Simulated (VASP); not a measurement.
# WSe2 (WSe2 (P6_3/mmc)) (P6_3/mmc) in VASP: single point with PBE

Aim: the single point of WSe2 (WSe2 (P6_3/mmc)) with PBE.

Program: VASP 6.6.1. These are calculated values, not measurements. Logs are shortened: lines on timing, memory, paths and dates and some standing lists are left out, and cuts for length are marked.

## 1. The cell of the first run

It takes space group P6_3/mmc (No. 194, hexagonal). Conventional cell: a = 3.250 Å, b = 3.250 Å, c = 12.826 Å, α = 90.00°, β = 90.00°, γ = 120.00°. Within 3.3 Å of W (site symmetry -6m2) lie 6 Se at 2.51 Å and 6 W at 3.25 Å. Se (site symmetry 3m) has 3 W at 2.51 Å and 6 Se at 3.25 Å within 3.3 Å.

## 2. Single point, PBE

INCAR

```
PREC = Accurate
ENCUT = 520
EDIFF = 1E-6
ISMEAR = 0
SIGMA = 0.01
LREAL = Auto
LASPH = T
NELM = 100
ALGO = Normal
ISIF = 2
LWAVE = F
LCHARG = F
GGA = PE
NBANDS = 267
```

KPOINTS

```
Automatic mesh
0
Gamma
  1 1 1
```

POSCAR

```
WSe2
1.0
    9.7497821442      0.0000000848      0.0000000000
   -4.8748911455      8.4435589758      0.0000000000
    0.0000000000      0.0000000000     12.8261208339
W Se
18 36
Direct
    0.2222222222      0.1111111111      0.7500000000
    0.1111111111      0.2222222222      0.2500000000
    0.2222222222      0.4444444444      0.7500000000
    0.1111111111      0.5555555556      0.2500000000
    0.2222222222      0.7777777778      0.7500000000
    0.1111111111      0.8888888889      0.2500000000
    0.5555555556      0.1111111111      0.7500000000
    0.4444444444      0.2222222222      0.2500000000
    0.5555555556      0.4444444444      0.7500000000
    0.4444444444      0.5555555556      0.2500000000
    0.5555555556      0.7777777778      0.7500000000
    0.4444444444      0.8888888889      0.2500000000
    0.8888888889      0.1111111111      0.7500000000
    0.7777777778      0.2222222222      0.2500000000
    0.8888888889      0.4444444444      0.7500000000
    0.7777777778      0.5555555556      0.2500000000
    0.8888888889      0.7777777778      0.7500000000
    0.7777777778      0.8888888889      0.2500000000
    0.1111111111      0.2222222222      0.8799483383
    0.2222222222      0.1111111111      0.3799483383
    0.1111111111      0.2222222222      0.6200516617
    0.2222222222      0.1111111111      0.1200516617
    0.1111111111      0.5555555556      0.8799483383
    0.2222222222      0.4444444444      0.3799483383
    0.1111111111      0.5555555556      0.6200516617
    0.2222222222      0.4444444444      0.1200516617
    0.1111111111      0.8888888889      0.8799483383
    0.2222222222      0.7777777778      0.3799483383
    0.1111111111      0.8888888889      0.6200516617
    0.2222222222      0.7777777778      0.1200516617
    0.4444444444      0.2222222222      0.8799483383
    0.5555555556      0.1111111111      0.3799483383
    0.4444444444      0.2222222222      0.6200516617
    0.5555555556      0.1111111111      0.1200516617
    0.4444444444      0.5555555556      0.8799483383
    0.5555555556      0.4444444444      0.3799483383
    0.4444444444      0.5555555556      0.6200516617
    0.5555555556      0.4444444444      0.1200516617
    0.4444444444      0.8888888889      0.8799483383
    0.5555555556      0.7777777778      0.3799483383
    0.4444444444      0.8888888889      0.6200516617
    0.5555555556      0.7777777778      0.1200516617
    0.7777777778      0.2222222222      0.8799483383
    0.8888888889      0.1111111111      0.3799483383
    0.7777777778      0.2222222222      0.6200516617
    0.8888888889      0.1111111111      0.1200516617
    0.7777777778      0.5555555556      0.8799483383
    0.8888888889      0.4444444444      0.3799483383
    0.7777777778      0.5555555556      0.6200516617
    0.8888888889      0.4444444444      0.1200516617
    0.7777777778      0.8888888889      0.8799483383
    0.8888888889      0.7777777778      0.3799483383
    0.7777777778      0.8888888889      0.6200516617
    0.8888888889      0.7777777778      0.1200516617
```

Potentials or basis: VASP PAW PBE potentials, release 64 (W_sv, Se).

The run is started by

```sh
$ cat potpaw_PBE.64/W_sv/POTCAR potpaw_PBE.64/Se/POTCAR > POTCAR
$ mpirun -np 1 vasp_gam > vasp.out
```

OUTCAR:

```text
PREC = Accurate
   ENCUT = 520
   EDIFF = 1E-6
   ISMEAR = 0
   LREAL = Auto
   LASPH = T
   NELM = 100
   ISIF = 2
   GGA = PE

 ion  position               nearest neighbor table
   1  0.222  0.111  0.750-  27 2.51  29 2.51  19 2.51  21 2.51  31 2.51  33 2.51   3 3.25   5 3.25
                            17 3.25  13 3.25   9 3.25   7 3.25
   2  0.111  0.222  0.250-  24 2.51  26 2.51  20 2.51  22 2.51  44 2.51  46 2.51   6 3.25  18 3.25
                             8 3.25  14 3.25  10 3.25   4 3.25
   3  0.222  0.444  0.750-  19 2.51  21 2.51  35 2.51  37 2.51  23 2.51  25 2.51   1 3.25  13 3.25
                            15 3.25   5 3.25  11 3.25   9 3.25
   4  0.111  0.556  0.250-  28 2.51  30 2.51  48 2.51  50 2.51  24 2.51  26 2.51   6 3.25  12 3.25
                            10 3.25  16 3.25  14 3.25   2 3.25
   5  0.222  0.778  0.750-  23 2.51  25 2.51  27 2.51  29 2.51  39 2.51  41 2.51   1 3.25  17 3.25
                             7 3.25  15 3.25   3 3.25  11 3.25
   6  0.111  0.889  0.250-  20 2.51  22 2.51  28 2.51  30 2.51  52 2.51  54 2.51   4 3.25   2 3.25
                             8 3.25  16 3.25  12 3.25  18 3.25
   7  0.556  0.111  0.750-  39 2.51  41 2.51  43 2.51  45 2.51  31 2.51  33 2.51   9 3.25  11 3.25
                            15 3.25  13 3.25   5 3.25   1 3.25
   8  0.444  0.222  0.250-  36 2.51  38 2.51  20 2.51  22 2.51  32 2.51  34 2.51  12 3.25   6 3.25
                             2 3.25  10 3.25  16 3.25  14 3.25
   9  0.556  0.444  0.750-  31 2.51  33 2.51  47 2.51  49 2.51  35 2.51  37 2.51   7 3.25  15 3.25
[... 53 lines left out ...]
  53  0.778  0.889  0.620-  13 2.51  17 2.51  11 2.51
  54  0.889  0.778  0.120-  16 2.51  18 2.51   6 2.51

  LATTYP: Found a hexagonal cell.
 ALAT       =     9.7497821442
 C/A-ratio  =     1.3155289671

  Lattice vectors:

 A1 = (   9.7497821442,   0.0000000848,   0.0000000000)
 A2 = (  -4.8748911455,   8.4435589758,   0.0000000000)
 A3 = (   0.0000000000,   0.0000000000,  12.8261208339)

Analysis of symmetry for initial positions (statically):
=====================================================================
 Subroutine PRICEL returns following result:

  LATTYP: Found a hexagonal cell.
 ALAT       =     3.2499273811
 C/A-ratio  =     3.9465869018

  Lattice vectors:

 A1 = (   3.2499273811,   0.0000000283,   0.0000000000)
 A2 = (  -1.6249637150,   2.8145196583,   0.0000000000)
 A3 = (   0.0000000000,   0.0000000000,  12.8261208339)

   9 primitive cells build up your supercell.

 Routine SETGRP: Setting up the symmetry group for a
 hexagonal supercell.

 Subroutine GETGRP returns: Found 24 space group operations
 (whereof 12 operations were pure point group operations)
 out of a pool of 24 trial point group operations.

The static configuration has the point symmetry D_3d.
 The point group associated with its full space group is D_6h.

Analysis of symmetry for dynamics (positions and initial velocities):
=====================================================================
 Subroutine PRICEL returns following result:

  LATTYP: Found a hexagonal cell.
 ALAT       =     3.2499273811
 C/A-ratio  =     3.9465869018

  Lattice vectors:

 A1 = (   3.2499273811,   0.0000000283,   0.0000000000)
 A2 = (  -1.6249637150,   2.8145196583,   0.0000000000)
 A3 = (   0.0000000000,   0.0000000000,  12.8261208339)

   9 primitive cells build up your supercell.

 Routine SETGRP: Setting up the symmetry group for a
 hexagonal supercell.

 Subroutine GETGRP returns: Found 24 space group operations
 (whereof 12 operations were pure point group operations)
 out of a pool of 24 trial point group operations.

The dynamic configuration has the point symmetry D_3d.
 The point group associated with its full space group is D_6h.

 Subroutine INISYM returns: Found 24 space group operations
 (whereof 12 operations are pure point group operations),
 and found     9 'primitive' translations

----------------------------------------------------------------------------------------

                                     Primitive cell

  volume of cell :     117.3203

  direct lattice vectors                    reciprocal lattice vectors
     3.249927381  0.000000028  0.000000000     0.307699181  0.177650209  0.000000000
    -1.624963715  2.814519658  0.000000000    -0.000000003  0.355300412  0.000000000
     0.000000000  0.000000000 12.826120834     0.000000000  0.000000000  0.077965896

  length of vectors
     3.249927381  3.249927381 12.826120834     0.355300412  0.355300412  0.077965896

  position of ions in fractional coordinates (direct lattice)
     0.666666667  0.333333333  0.750000000
     0.333333333  0.666666667  0.250000000
     0.333333333  0.666666667  0.879948338
     0.666666667  0.333333333  0.379948338
     0.333333333  0.666666667  0.620051662
     0.666666667  0.333333333  0.120051662

  ion indices of the primitive-cell ions
   primitive index   ion index
                 1           1
                 2           2
                 3          19
                 4          20
                 5          21
                 6          22

----------------------------------------------------------------------------------------

 KPOINTS: Automatic mesh

Automatic generation of k-mesh.
 Grid dimensions read from file:
 generate k-points for:    1    1    1

 Generating k-lattice:

  Cartesian coordinates                     Fractional coordinates (reciprocal lattice)
     0.102566394  0.059216736  0.000000000     1.000000000  0.000000000  0.000000000
    -0.000000001  0.118433471  0.000000000     0.000000000  1.000000000  0.000000000
     0.000000000  0.000000000  0.077965896     0.000000000  0.000000000  1.000000000

  Length of vectors
     0.118433471  0.118433471  0.077965896

  Shift w.r.t. Gamma in fractional coordinates (k-lattice)
     0.000000000  0.000000000  0.000000000

 Subroutine IBZKPT returns following result:
 ===========================================

 Found      1 irreducible k-points:

 Following reciprocal coordinates:
            Coordinates               Weight
  0.000000  0.000000  0.000000      1.000000
   k-points           NKPTS =      1   k-points in BZ     NKDIM =      1   number of bands    NBANDS=    267
   number of dos      NEDOS =    301   number of ions     NIONS =     54
   total plane-waves  NPLWV = 614400
   dimension x,y,z NGX =    80 NGY =   80 NGZ =   96
   dimension x,y,z NGXF=   160 NGYF=  160 NGZF=  192
   ions per type =              18  36
   NGX,Y,Z   is equivalent  to a cutoff of  13.64, 13.64, 12.44 a.u.
   NGXF,Y,Z  is equivalent  to a cutoff of  27.28, 27.28, 24.89 a.u.
 SYSTEM =  unknown system
   PREC   = accura    normal or accurate (medium, high low for compatibility)
   ISTART =      0    job   : 0-new  1-cont  2-samecut
   ICHARG =      2    charge: 1-file 2-atom 10-const
   ISPIN  =      1    spin polarized calculation?
   LNONCOLLINEAR =      F non collinear calculations
   LSORBIT =      F    spin-orbit coupling
   LASPH  =      T    aspherical Exc in radial PAW
   ENCUT  =  520.0 eV  38.22 Ry    6.18 a.u.  18.13 18.13 23.85*2*pi/ulx,y,z
   NELM   =    100;   NELMIN=  2; NELMDL= -5     # of ELM steps
   EDIFF  = 0.1E-05   stopping-criterion for ELM
   LREAL  =      T    real-space projection
   EDIFFG = 0.1E-04   stopping-criterion for IOM
   NSW    =      0    number of steps for IOM
   IBRION =     -1    ionic relax: 0-MD 1-quasi-New 2-CG
   NFREE  =      0    steps in history (QN), initial steepest desc. (CG)
   ISIF   =      2    stress and relaxation
   ISYM   =      2    0-nonsym 1-usesym 2-fastsym
   POTIM  = 0.5000    time-step for ionic-motion
   TEBEG  =    0.0;   TEEND  =   0.0 temperature during run
   PSTRESS=    0.0 pullay stress
   NELECT =     468.0000    total number of electrons
   NUPDOWN=      -1.0000    fix difference up-down
   EMIN   =  10.00;   EMAX   =-10.00  energy-range for DOS
   EFERMI =   0.00;   METHOD = LEGACY
   ISMEAR =     0;   SIGMA  =   0.01  broadening in eV -4-tet -1-fermi 0-gaus
   EFERMI_NEDOS =   21; number of points for ismear=-14 and -15
   IALGO  =     38    algorithm
   IMIX   =      4    mixing-type and parameters
     AMIX     =   0.40;   BMIX     =  1.00
     AMIX_MAG =   1.60;   BMIX_MAG =  1.00
  volume/ion in A,a.u.               =      19.55       131.95
  Fermi-wavevector in a.u.,A,eV,Ry     =   1.248202  2.358760 21.197987  1.558008
  Thomas-Fermi vector in A             =   2.382299
   LORBIT       =      0    0 simple, 1 ext, 2 COOP (PROOUT), +10 PAW based schemes
   GGA     = PE    functional components
   LHFCALC =     F    Hartree Fock is set to
   AEXX    =    0.0000 exact exchange contribution
   IVDW    =     0    specifies the selected vdW correction
   LEPSILON=     F    determine dielectric tensor
   LRPA    =     F    only Hartree local field effects (RPA)
 non-spin polarized calculation
 Gauss-broadening in eV      SIGMA  =   0.01
  energy-cutoff  :      520.00
  volume of cell :     1055.88
 maximum number of plane-waves:     14202
 NGX is ok and might be reduce to    80
   NGX = 37   NGY = 37   NGZ = 47

 number of electron     467.9999944 magnetization

 Free energy of the ion-electron system (eV)
  ---------------------------------------------------
  ext. energy  EPLUGINS =         0.00000000
  ---------------------------------------------------
  free energy    TOTEN  =      -385.54454921 eV

  energy without entropy =     -385.54454921  energy(sigma->0) =     -385.54454921

 E-fermi :   6.8786     XC(G=0): -10.9423

 val. band max:        6.7000406322   @ k =   0.0000   0.0000   0.0000
 cond. band min:       8.1789088013   @ k =   0.0000   0.0000   0.0000
 fundamental gap:      1.4788681691
 Fermi energy:         6.8785947133

 k-point     1 :       0.0000    0.0000    0.0000
  band No.  band energies     occupation
      1     -67.4474      2.00000
      2     -67.4474      2.00000
      3     -67.4380      2.00000
      4     -67.4380      2.00000
      5     -67.4380      2.00000
      6     -67.4380      2.00000
[... 238 lines left out ...]
    245       8.5177      0.00000
    246       8.5177      0.00000
 [bands above 246 left out]

------------------------ aborting loop because EDIFF is reached ----------------------------------------

  FORCE on cell =-STRESS in cart. coord.  units (eV):
  Direction    XX          YY          ZZ          XY          YZ          ZX
  --------------------------------------------------------------------------------------
  -------------------------------------------------------------------------------------
  Total       59.9058411     59.9058411     54.2539749      0.0000000      0.0000000     -0.0000000
  in kB       90.9000183     90.9000183     82.3239807      0.0000000      0.0000000     -0.0000000
  external PRESSURE =      88.0413391 kB  Pullay stress =       0.0000000 kB

 VOLUME and BASIS-vectors are now :
 -----------------------------------------------------------------------------
  energy-cutoff  :      520.00
  volume of cell :     1055.88
      direct lattice vectors                 reciprocal lattice vectors
     9.749782144  0.000000085  0.000000000     0.102566394  0.059216736  0.000000000
    -4.874891146  8.443558976  0.000000000    -0.000000001  0.118433471  0.000000000
     0.000000000  0.000000000 12.826120834     0.000000000  0.000000000  0.077965896

 POSITION                                       TOTAL-FORCE (eV/Angst)
 -----------------------------------------------------------------------------------
      1.62496      0.93817      9.61959         0.000000      0.000000      0.000000
     -0.00000      1.87635      3.20653        -0.000000      0.000000      0.000000
     -0.00000      3.75269      9.61959         0.000000     -0.000000      0.000000
     -1.62496      4.69087      3.20653        -0.000000     -0.000000      0.000000
     -1.62496      6.56721      9.61959         0.000000      0.000000      0.000000
     -3.24993      7.50539      3.20653        -0.000000     -0.000000      0.000000
[... 46 lines left out ...]
      3.24993      7.50539      7.95286        -0.000000     -0.000000     -0.254179
      4.87489      6.56721      1.53980         0.000000      0.000000     -0.254179
 -----------------------------------------------------------------------------------
    total drift:                               -0.000000      0.000000      0.000000

  FREE ENERGIE OF THE ION-ELECTRON SYSTEM (eV)
  ---------------------------------------------------
  free  energy   TOTEN  =      -385.5445492104 eV

  energy  without entropy=     -385.5445492104  energy(sigma->0) =     -385.54454921
```

Wall time 13 min (1 thread of AMD EPYC 7R13 (Zen 3), shared host); peak memory 1.1 GiB.

What came out:

```
Free energy            : -385.5445 eV
Pressure               : 8.8 GPa
Largest force          : 0.254 eV/Å
Band gap on the k mesh : 1.48 eV
```

Forces in eV/Å, atoms in the order of the input:
```
W    0.000  0.000  0.000
W    0.000  0.000  0.000
W    0.000  0.000  0.000
W    0.000  0.000  0.000
W    0.000  0.000  0.000
W    0.000  0.000  0.000
W    0.000  0.000  0.000
W    0.000  0.000  0.000
W    0.000  0.000  0.000
W    0.000  0.000  0.000
W    0.000  0.000  0.000
W    0.000  0.000  0.000
W    0.000  0.000  0.000
W    0.000  0.000  0.000
W    0.000  0.000  0.000
W    0.000  0.000  0.000
W    0.000  0.000  0.000
W    0.000  0.000  0.000
Se   0.000  0.000  0.254
Se   0.000  0.000  0.254
Se   0.000  0.000 -0.254
Se   0.000  0.000 -0.254
Se   0.000  0.000  0.254
Se   0.000  0.000  0.254
Se   0.000  0.000 -0.254
Se   0.000  0.000 -0.254
Se   0.000  0.000  0.254
Se   0.000  0.000  0.254
Se   0.000  0.000 -0.254
Se   0.000  0.000 -0.254
Se   0.000  0.000  0.254
Se   0.000  0.000  0.254
Se   0.000  0.000 -0.254
Se   0.000  0.000 -0.254
Se   0.000  0.000  0.254
Se   0.000  0.000  0.254
Se   0.000  0.000 -0.254
Se   0.000  0.000 -0.254
Se   0.000  0.000  0.254
Se   0.000  0.000  0.254
Se   0.000  0.000 -0.254
Se   0.000  0.000 -0.254
Se   0.000  0.000  0.254
Se   0.000  0.000  0.254
Se   0.000  0.000 -0.254
Se   0.000  0.000 -0.254
Se   0.000  0.000  0.254
Se   0.000  0.000  0.254
Se   0.000  0.000 -0.254
Se   0.000  0.000 -0.254
Se   0.000  0.000  0.254
Se   0.000  0.000  0.254
Se   0.000  0.000 -0.254
Se   0.000  0.000 -0.254
```

Caveat: the k points lie up to 0.74 Å⁻¹ apart; spin-orbit coupling is left out, which moves the levels of the heavy elements; this functional lacks dispersion, which binds the layers, so the pressure and a relaxed spacing across them are unreliable.
